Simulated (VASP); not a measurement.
# Ge (Pm-3m) in VASP: further runs

Ge is run at these levels: PBE; tasks: single point.

Program: VASP 6.6.1. These are calculated values, not measurements. Logs are shortened: lines on timing, memory, paths and dates and some standing lists are left out, and cuts for length are marked.

**1. The cell of the first run**

Symmetry: Pm-3m, No. 221, cubic system. Conventional cell: a = 2.747 Å, b = 2.747 Å, c = 2.747 Å, α = 90.00°, β = 90.00°, γ = 90.00°. Within 3.6 Å of Ge (site symmetry m-3m) lie 6 Ge at 2.75 Å.

This isn't the form of Ge at room conditions, which is diamond.

**2. Single point, PBE**

Input file INCAR:

```
PREC = Accurate
ENCUT = 520
EDIFF = 1E-6
ISMEAR = -1
SIGMA = 0.06122561905347299
LREAL = False
LASPH = True
NELM = 80
ALGO = Normal
ISIF = 2
LWAVE = False
LCHARG = False
GGA = PE
NBANDS = 13
```

Input file KPOINTS:

```
regular mesh
0
Gamma
  40 40 40
```

Input file POSCAR:

```
Ge
1.0
    2.7467697344      0.0000000000      0.0000000000
    0.0000000000      2.7467697344      0.0000000000
    0.0000000000      0.0000000000      2.7467697344
Ge
1
Direct
    0.0000000000      0.0000000000      0.0000000000
```

Potentials or basis: VASP PAW PBE potentials, release 64 (Ge_d).

The run is started by

```bash
> cat potpaw_PBE.64/Ge_d/POTCAR > POTCAR
> mpirun -np 1 vasp_std > vasp.out
```

OUTCAR:

```text
PREC = Accurate
   ENCUT = 520
   EDIFF = 1E-6
   ISMEAR = -1
   LREAL = False
   LASPH = True
   NELM = 80
   ISIF = 2
   GGA = PE

 ion  position               nearest neighbor table
   1  0.000  0.000  0.000-

  LATTYP: Found a simple cubic cell.
 ALAT       =     2.7467697344

  Lattice vectors:

 A1 = (   2.7467697344,   0.0000000000,   0.0000000000)
 A2 = (   0.0000000000,   2.7467697344,   0.0000000000)
 A3 = (   0.0000000000,   0.0000000000,   2.7467697344)

Analysis of symmetry for initial positions (statically):
=====================================================================
 Subroutine PRICEL returns:
 Original cell was already a primitive cell.

 Routine SETGRP: Setting up the symmetry group for a
 simple cubic supercell.

 Subroutine GETGRP returns: Found 48 space group operations
 (whereof 48 operations were pure point group operations)
 out of a pool of 48 trial point group operations.

The static configuration has the point symmetry O_h .

Analysis of symmetry for dynamics (positions and initial velocities):
=====================================================================
 Subroutine PRICEL returns:
 Original cell was already a primitive cell.

 Routine SETGRP: Setting up the symmetry group for a
 simple cubic supercell.

 Subroutine GETGRP returns: Found 48 space group operations
 (whereof 48 operations were pure point group operations)
 out of a pool of 48 trial point group operations.

The dynamic configuration has the point symmetry O_h .

 Subroutine INISYM returns: Found 48 space group operations
 (whereof 48 operations are pure point group operations),
 and found     1 'primitive' translations

----------------------------------------------------------------------------------------

                                     Primitive cell

  volume of cell :      20.7237

  direct lattice vectors                    reciprocal lattice vectors
     2.746769734  0.000000000  0.000000000     0.364064009  0.000000000  0.000000000
     0.000000000  2.746769734  0.000000000     0.000000000  0.364064009  0.000000000
     0.000000000  0.000000000  2.746769734     0.000000000  0.000000000  0.364064009

  length of vectors
     2.746769734  2.746769734  2.746769734     0.364064009  0.364064009  0.364064009

  position of ions in fractional coordinates (direct lattice)
     0.000000000  0.000000000  0.000000000

  ion indices of the primitive-cell ions
   primitive index   ion index
                 1           1

----------------------------------------------------------------------------------------

 KPOINTS: regular mesh

Automatic generation of k-mesh.
 Grid dimensions read from file:
 generate k-points for:   40   40   40

 Generating k-lattice:

  Cartesian coordinates                     Fractional coordinates (reciprocal lattice)
     0.009101600  0.000000000  0.000000000     0.025000000  0.000000000  0.000000000
     0.000000000  0.009101600  0.000000000     0.000000000  0.025000000  0.000000000
     0.000000000  0.000000000  0.009101600     0.000000000  0.000000000  0.025000000

  Length of vectors
     0.009101600  0.009101600  0.009101600

  Shift w.r.t. Gamma in fractional coordinates (k-lattice)
     0.000000000  0.000000000  0.000000000

 Subroutine IBZKPT returns following result:
 ===========================================

 Found   1771 irreducible k-points:

 Following reciprocal coordinates:
            Coordinates               Weight
  0.000000  0.000000  0.000000      1.000000
  0.025000  0.000000  0.000000      6.000000
  0.050000  0.000000  0.000000      6.000000
  0.075000  0.000000  0.000000      6.000000
  0.100000  0.000000  0.000000      6.000000
  0.125000  0.000000  0.000000      6.000000
[... 16 lines left out ...]
  0.050000  0.025000  0.000000     24.000000
  0.075000  0.025000  0.000000     24.000000
 [... further k-points ...]
   k-points           NKPTS =   1771   k-points in BZ     NKDIM =   1771   number of bands    NBANDS=     13
   number of dos      NEDOS =    301   number of ions     NIONS =      1
   total plane-waves  NPLWV =   8000
   dimension x,y,z NGX =    20 NGY =   20 NGZ =   20
   dimension x,y,z NGXF=    40 NGYF=   40 NGZF=   40
   ions per type =               1
   NGX,Y,Z   is equivalent  to a cutoff of  12.10, 12.10, 12.10 a.u.
   NGXF,Y,Z  is equivalent  to a cutoff of  24.21, 24.21, 24.21 a.u.
 SYSTEM =  unknown system
   PREC   = accura    normal or accurate (medium, high low for compatibility)
   ISTART =      0    job   : 0-new  1-cont  2-samecut
   ICHARG =      2    charge: 1-file 2-atom 10-const
   ISPIN  =      1    spin polarized calculation?
   LNONCOLLINEAR =      F non collinear calculations
   LSORBIT =      F    spin-orbit coupling
   LASPH  =      T    aspherical Exc in radial PAW
   ENCUT  =  520.0 eV  38.22 Ry    6.18 a.u.   5.11  5.11  5.11*2*pi/ulx,y,z
   NELM   =     80;   NELMIN=  2; NELMDL= -5     # of ELM steps
   EDIFF  = 0.1E-05   stopping-criterion for ELM
   LREAL  =      F    real-space projection
   EDIFFG = 0.1E-04   stopping-criterion for IOM
   NSW    =      0    number of steps for IOM
   IBRION =     -1    ionic relax: 0-MD 1-quasi-New 2-CG
   NFREE  =      0    steps in history (QN), initial steepest desc. (CG)
   ISIF   =      2    stress and relaxation
   ISYM   =      2    0-nonsym 1-usesym 2-fastsym
   POTIM  = 0.5000    time-step for ionic-motion
   TEBEG  =    0.0;   TEEND  =   0.0 temperature during run
   PSTRESS=    0.0 pullay stress
   NELECT =      14.0000    total number of electrons
   NUPDOWN=      -1.0000    fix difference up-down
   EMIN   =  10.00;   EMAX   =-10.00  energy-range for DOS
   EFERMI =   0.00;   METHOD = LEGACY
   ISMEAR =    -1;   SIGMA  =   0.06  broadening in eV -4-tet -1-fermi 0-gaus
   EFERMI_NEDOS =   21; number of points for ismear=-14 and -15
   IALGO  =     38    algorithm
   IMIX   =      4    mixing-type and parameters
     AMIX     =   0.40;   BMIX     =  1.00
     AMIX_MAG =   1.60;   BMIX_MAG =  1.00
  volume/ion in A,a.u.               =      20.72       139.85
  Fermi-wavevector in a.u.,A,eV,Ry     =   1.436466  2.714527 28.074719  2.063434
  Thomas-Fermi vector in A             =   2.555651
   LORBIT       =      0    0 simple, 1 ext, 2 COOP (PROOUT), +10 PAW based schemes
   GGA     = PE    functional components
   LHFCALC =     F    Hartree Fock is set to
   AEXX    =    0.0000 exact exchange contribution
   IVDW    =     0    specifies the selected vdW correction
   LEPSILON=     F    determine dielectric tensor
   LRPA    =     F    only Hartree local field effects (RPA)
 non-spin polarized calculation
  energy-cutoff  :      520.00
  volume of cell :       20.72
 maximum number of plane-waves:       587
   NGX = 11   NGY = 11   NGZ = 11

 number of electron      14.0000022 magnetization

 Free energy of the ion-electron system (eV)
  ---------------------------------------------------
  ext. energy  EPLUGINS =         0.00000000
  ---------------------------------------------------
  free energy    TOTEN  =        -4.26928363 eV

  energy without entropy =       -4.26306220  energy(sigma->0) =       -4.26617291

 E-fermi :   5.5005     XC(G=0): -10.7158

 val. band max:        5.4999935060   @ k =   0.5000   0.3500   0.0250
 cond. band min:       5.5042971302   @ k =   0.3500   0.3250   0.1250
 fundamental gap:      0.0043036243
 Fermi energy:         5.5004765329

 k-point     1 :       0.0000    0.0000    0.0000
  band No.  band energies     occupation
      1     -19.1291      2.00000
      2     -19.1291      2.00000
      3     -18.9127      2.00000
      4     -18.9127      2.00000
      5     -18.9127      2.00000
      6      -6.9089      2.00000
      7      11.8848      0.00000
      8      11.8848      0.00000
      9      11.8848      0.00000
     10      15.3875      0.00000
     11      15.3875      0.00000
     12      17.5328      0.00000
     13      33.5239      0.00000

 k-point     2 :       0.0250    0.0000    0.0000
  band No.  band energies     occupation
      1     -19.1290      2.00000
      2     -19.1280      2.00000
      3     -18.9130      2.00000
      4     -18.9130      2.00000
      5     -18.9126      2.00000
      6      -6.8971      2.00000
      7      11.6647      0.00000
      8      11.8961      0.00000
      9      11.8961      0.00000
     10      15.3981      0.00000
     11      15.5736      0.00000
     12      17.5980      0.00000
     13      32.7466      0.00000

 k-point     3 :       0.0500    0.0000    0.0000
  band No.  band energies     occupation
      1     -19.1288      2.00000
      2     -19.1248      2.00000
      3     -18.9140      2.00000
      4     -18.9140      2.00000
      5     -18.9125      2.00000
      6      -6.8617      2.00000
      7      11.1195      0.00000
      8      11.9298      0.00000
      9      11.9298      0.00000
     10      15.4299      0.00000
     11      15.9883      0.00000
     12      17.8221      0.00000
     13      31.8415      0.00000

 k-point     4 :       0.0750    0.0000    0.0000
  band No.  band energies     occupation
      1     -19.1284      2.00000
      2     -19.1197      2.00000
      3     -18.9157      2.00000
      4     -18.9157      2.00000
      5     -18.9124      2.00000
      6      -6.8028      2.00000
      7      10.4171      0.00000
      8      11.9857      0.00000
      9      11.9857      0.00000
     10      15.4829      0.00000
     11      16.3986      0.00000
     12      18.2692      0.00000
     13      30.9561      0.00000

 k-point     5 :       0.1000    0.0000    0.0000
  band No.  band energies     occupation
      1     -19.1279      2.00000
      2     -19.1126      2.00000
      3     -18.9180      2.00000
      4     -18.9180      2.00000
      5     -18.9122      2.00000
      6      -6.7204      2.00000
      7       9.6499      0.00000
      8      12.0634      0.00000
      9      12.0634      0.00000
     10      15.5570      0.00000
     11      16.6995      0.00000
     12      18.9508      0.00000
     13      30.0958      0.00000
[... 257 lines left out ...]
 k-point    22 :       0.0250    0.0250    0.0000
  band No.  band energies     occupation
      1     -19.1284      2.00000
      2     -19.1274      2.00000
      3     -18.9133      2.00000
      4     -18.9130      2.00000
      5     -18.9129      2.00000
      6      -6.8853      2.00000
      7      11.6407      0.00000
      8      11.7123      0.00000
      9      11.9073      0.00000
     10      15.4953      0.00000
     11      15.6762      0.00000
     12      17.6590      0.00000
     13      32.1421      0.00000

 k-point    23 :       0.0500    0.0250    0.0000
  band No.  band energies     occupation
      1     -19.1280      2.00000
      2     -19.1244      2.00000
      3     -18.9144      2.00000
      4     -18.9140      2.00000
      5     -18.9129      2.00000
      6      -6.8499      2.00000
      7      11.1256      0.00000
      8      11.7174      0.00000
      9      11.9410      0.00000
     10      15.5584      0.00000
     11      16.0708      0.00000
     12      17.8699      0.00000
     13      31.2946      0.00000

 k-point    24 :       0.0750    0.0250    0.0000
  band No.  band energies     occupation
      1     -19.1276      2.00000
      2     -19.1193      2.00000
      3     -18.9161      2.00000
      4     -18.9157      2.00000
      5     -18.9127      2.00000
      6      -6.7910      2.00000
      7      10.4256      0.00000
      8      11.7722      0.00000
      9      11.9969      0.00000
     10      15.6167      0.00000
     11      16.4921      0.00000
     12      18.2991      0.00000
     13      30.4415      0.00000

 [... further k-points ...]

------------------------ aborting loop because EDIFF is reached ----------------------------------------

  FORCE on cell =-STRESS in cart. coord.  units (eV):
  Direction    XX          YY          ZZ          XY          YZ          ZX
  --------------------------------------------------------------------------------------
  -------------------------------------------------------------------------------------
  Total       -0.3275980     -0.3275980     -0.3275980      0.0000000      0.0000000      0.0000000
  in kB      -25.3270788    -25.3270788    -25.3270788      0.0000000      0.0000000      0.0000000
  external PRESSURE =     -25.3270788 kB  Pullay stress =       0.0000000 kB

 VOLUME and BASIS-vectors are now :
 -----------------------------------------------------------------------------
  energy-cutoff  :      520.00
  volume of cell :       20.72
      direct lattice vectors                 reciprocal lattice vectors
     2.746769734  0.000000000  0.000000000     0.364064009  0.000000000  0.000000000
     0.000000000  2.746769734  0.000000000     0.000000000  0.364064009  0.000000000
     0.000000000  0.000000000  2.746769734     0.000000000  0.000000000  0.364064009

 POSITION                                       TOTAL-FORCE (eV/Angst)
 -----------------------------------------------------------------------------------
      0.00000      0.00000      0.00000         0.000000      0.000000      0.000000
 -----------------------------------------------------------------------------------
    total drift:                                0.000000      0.000000      0.000000

  FREE ENERGIE OF THE ION-ELECTRON SYSTEM (eV)
  ---------------------------------------------------
  free  energy   TOTEN  =        -4.2692836250 eV

  energy  without entropy=       -4.2630621969  energy(sigma->0) =       -4.26617291
```

Wall time 100 s (1 thread of Intel Xeon 6975P-C (Granite Rapids), shared host); peak memory 0.5 GiB.

What came out:

```
Free energy            : -4.2693 eV
Pressure               : -2.5 GPa
Band gap on the k mesh : zero (bands 7 and 8 overlap by 8.77 eV)
```

**3. Single point, PBE**

This run uses another cell than the first one, of 21.12 Å³/atom.

Input file INCAR:

```
ALGO = Normal
EDIFF = 1E-7
ENCUT = 520
GGA = PE
ISIF = 2
ISMEAR = -1
LASPH = True
LCHARG = False
LREAL = False
LWAVE = False
NBANDS = 13
NELM = 100
PREC = Accurate
SIGMA = 0.06122561905347299
```

Input file KPOINTS:

```
k-points
0
Gamma
  40 40 40
```

Input file POSCAR:

```
Ge
1.0
    2.7642655547      0.0000000000      0.0000000000
    0.0000000000      2.7642655547      0.0000000000
    0.0000000000      0.0000000000      2.7642655547
Ge
1
Direct
    0.0000000000      0.0000000000      0.0000000000
```

Potentials or basis: VASP PAW PBE potentials, release 64 (Ge_d).

The run is started by

```bash
> cat potpaw_PBE.64/Ge_d/POTCAR > POTCAR
> mpirun -np 1 vasp_std > vasp.out
```

OUTCAR:

```text
EDIFF = 1E-7
   ENCUT = 520
   GGA = PE
   ISIF = 2
   ISMEAR = -1
   LASPH = True
   LREAL = False
   NELM = 100
   PREC = Accurate

 ion  position               nearest neighbor table
   1  0.000  0.000  0.000-

  LATTYP: Found a simple cubic cell.
 ALAT       =     2.7642655547

  Lattice vectors:

 A1 = (   2.7642655547,   0.0000000000,   0.0000000000)
 A2 = (   0.0000000000,   2.7642655547,   0.0000000000)
 A3 = (   0.0000000000,   0.0000000000,   2.7642655547)

Analysis of symmetry for initial positions (statically):
=====================================================================
 Subroutine PRICEL returns:
 Original cell was already a primitive cell.

 Routine SETGRP: Setting up the symmetry group for a
 simple cubic supercell.

 Subroutine GETGRP returns: Found 48 space group operations
 (whereof 48 operations were pure point group operations)
 out of a pool of 48 trial point group operations.

The static configuration has the point symmetry O_h .

Analysis of symmetry for dynamics (positions and initial velocities):
[... 169 lines left out ...]
      4     -19.1001      2.00000
      5     -19.1001      2.00000
      6      -6.9530      2.00000
      7      11.5963      0.00000
      8      11.5963      0.00000
      9      11.5963      0.00000
     10      15.1313      0.00000
     11      15.1313      0.00000
     12      17.1514      0.00000
     13      32.9675      0.00000
[... 354 lines left out ...]
  band No.  band energies     occupation
      1     -19.3033      2.00000
      2     -19.2954      2.00000
      3     -19.1033      2.00000
      4     -19.1030      2.00000
      5     -19.1002      2.00000
      6      -6.8370      2.00000
      7      10.1699      0.00000
      8      11.4871      0.00000
      9      11.7060      0.00000
     10      15.3548      0.00000
     11      16.1974      0.00000
     12      17.9190      0.00000
     13      29.9773      0.00000

 [... further k-points ...]

------------------------ aborting loop because EDIFF is reached ----------------------------------------

  FORCE on cell =-STRESS in cart. coord.  units (eV):
  Direction    XX          YY          ZZ          XY          YZ          ZX
  --------------------------------------------------------------------------------------
  -------------------------------------------------------------------------------------
  Total       -0.4659587     -0.4659587     -0.4659587      0.0000000      0.0000000      0.0000000
  in kB      -35.3442438    -35.3442438    -35.3442438      0.0000000      0.0000000      0.0000000
  external PRESSURE =     -35.3442438 kB  Pullay stress =       0.0000000 kB

 VOLUME and BASIS-vectors are now :
 -----------------------------------------------------------------------------
  energy-cutoff  :      520.00
  volume of cell :       21.12
      direct lattice vectors                 reciprocal lattice vectors
     2.764265555  0.000000000  0.000000000     0.361759744  0.000000000  0.000000000
     0.000000000  2.764265555  0.000000000     0.000000000  0.361759744  0.000000000
     0.000000000  0.000000000  2.764265555     0.000000000  0.000000000  0.361759744

 POSITION                                       TOTAL-FORCE (eV/Angst)
 -----------------------------------------------------------------------------------
      0.00000      0.00000      0.00000         0.000000      0.000000      0.000000
 -----------------------------------------------------------------------------------
    total drift:                                0.000000     -0.000000      0.000000

  FREE ENERGIE OF THE ION-ELECTRON SYSTEM (eV)
  ---------------------------------------------------
  free  energy   TOTEN  =        -4.2621044264 eV

  energy  without entropy=       -4.2557304588  energy(sigma->0) =       -4.25891744
```

stdout:

```text
POSCAR found type information on POSCAR Ge
 POSCAR found :  1 types and       1 ions
 scaLAPACK will be used
 LDA part: xc-table for (Slater+PW92), standard interpolation
 POSCAR, INCAR and KPOINTS ok, starting setup
 FFT: planning ... GRIDC
 FFT: planning ... GRID_SOFT
 FFT: planning ... GRID
 WAVECAR not read
 entering main loop
```

It took 92 s on 1 thread of Intel Xeon 6975P-C (Granite Rapids), shared host; peak memory 0.52 GiB.

Results:

```yaml
Free_energy: -4.2621 eV
Pressure: -3.5 GPa
Band_gap_on_the_k_mesh: zero (bands 7 and 8 overlap by 8.61 eV)
```

Caveat: the cell stands under tension.
